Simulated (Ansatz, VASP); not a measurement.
BaS in VASP and in Ansatz

Contents of INCAR:

```
SYSTEM = BaS
ALGO = Normal
EDIFF = 1E-6
ENCUT = 520
GGA = PE
ISIF = 2
ISMEAR = -1
LASPH = .True.
LCHARG = .False.
LREAL = .False.
LWAVE = .False.
NBANDS = 15
NELM = 100
PREC = Accurate
SIGMA = 0.02
```

KPOINTS

```
k-points
0
Gamma
  8 8 8
  0 0 0
```

File POSCAR:

```
BaS
1.0
    0.0000000000      3.1937500000      3.2256875000
    3.1937500000      0.0000000000      3.2256875000
    3.1937500000      3.1937500000      0.0000000000
Ba S
1 1
Direct
    0.0000000000      0.0000000000      0.0000000000
    0.5000000000      0.5000000000      0.5000000000
```

Input for Ansatz:

```yaml
crystal:
  lattice:
    - [0.0, 3.19375, 3.2256875]
    - [3.19375, 0.0, 3.2256875]
    - [3.19375, 3.19375, 0.0]
  atoms:
    - { symbol: Ba, position: [0.0, 0.0, 0.0] }
    - { symbol: S, position: [0.5, 0.5, 0.5] }
kpoints:
  mp_grid: { grid: [8, 8, 8] }
  band_path:
    path:
      - [0.0, 0.0, 0.0]
      - [0.0, 0.5, 0.5]
      - [0.25, 0.75, 0.5]
      - [0.0, 0.5, 0.0]
      - [0.0, 0.0, 0.0]
      - [0.5, 0.5, 0.0]
      - [0.3725370062, 0.6274629938, 0.0]
      - [-0.3725370062, 0.3725370062, 0.0]
      - [0.0, 0.0, 0.0]
    npoints: 5
scf:
  occupations: { method: fermi_dirac, width: 0.02 }
hamiltonian:
  xc: pbe
  pseudopotentials: { kind: all_electron, lapw: { basis_error: 0.00025 } }
output:
  forces: true
  stress: true
  eigenvalues: true
```

Change from the starting cell: zz strain of +1 %.

Alike in both runs: task single point; functional PBE; k mesh 8 × 8 × 8; occupations fermi-dirac, width 0.02 eV; no spin polarisation.

|  | VASP | Ansatz |
| --- | --- | --- |
| version | VASP 6.6.1 | Ansatz 0.2.0 |
| potentials or method | VASP PAW PBE potentials, release 64 (Ba_sv, S), cutoff 520 eV | all-electron LAPW, scalar-relativistic |

VASP gave:

```
gap on the k mesh at the Fermi level (eV)                     : 2.11
pressure (GPa)                                                : 1.0
traceless stress, the component that is largest in VASP (GPa) : -0.54
```

Q: Which values does Ansatz return?

A: gap on the k mesh at the Fermi level (eV): 2.21; pressure (GPa): 0.4; traceless stress, the component that is largest in VASP (GPa): -0.49.

Ansatz ran all-electron here, and VASP with PAW potentials.

Neither program's run includes spin-orbit coupling.
